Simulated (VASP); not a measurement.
Wanted: the native input for a VASP 6.6.1 run.

```yaml
Task: single point
Functional: LDA
Potentials_or_basis: VASP PAW LDA potentials, release 64 (Sc_sv, Hg)
Cutoff: 500 eV
k_mesh: 8 × 8 × 8
Occupations: fermi-dirac, width 0.0272 eV
Spin: no spin polarisation
Dipole_correction: no
Further_INCAR_settings: ALGO = Normal; EDIFF = 1e-06; NBANDS = 18
```

The structure of ScHg lies in POSCAR:

```
ScHg
1.0
    3.4800000000      0.0000000000      0.0000000000
    0.0000000000      3.4800000000      0.0000000000
    0.0000000000      0.0000000000      3.4800000000
Sc Hg
1 1
Direct
    0.5000000000      0.5000000000      0.5000000000
    0.0000000000      0.0000000000      0.0000000000
```

The input as run:

INCAR

```
SYSTEM = ScHg
PREC = Accurate ; ENCUT = 500
EDIFF = 1E-6 ; ISMEAR = -1
SIGMA = 0.0272 ; LREAL = .False.
LASPH = .True. ; NELM = 120
ALGO = Normal ; ISIF = 2
LWAVE = .False. ; LCHARG = .False.
GGA = CA ; NBANDS = 18
GGA_COMPAT = .False.
```

KPOINTS

```
Automatic mesh
0
Gamma
  8 8 8
  0 0 0
```

Potentials or basis: VASP PAW LDA potentials, release 64 (Sc_sv, Hg).

Launch:

```sh
$ cat potpaw_LDA.64/Sc_sv/POTCAR potpaw_LDA.64/Hg/POTCAR > POTCAR
$ mpirun -np 1 vasp_std > vasp.out
```

Results of the run:

```json
{
  "Pressure": "-3.6 GPa"
}
```

Run time: 35 s on 1 thread of Intel Xeon 8259CL (shared host), peak memory 0.16 GiB.
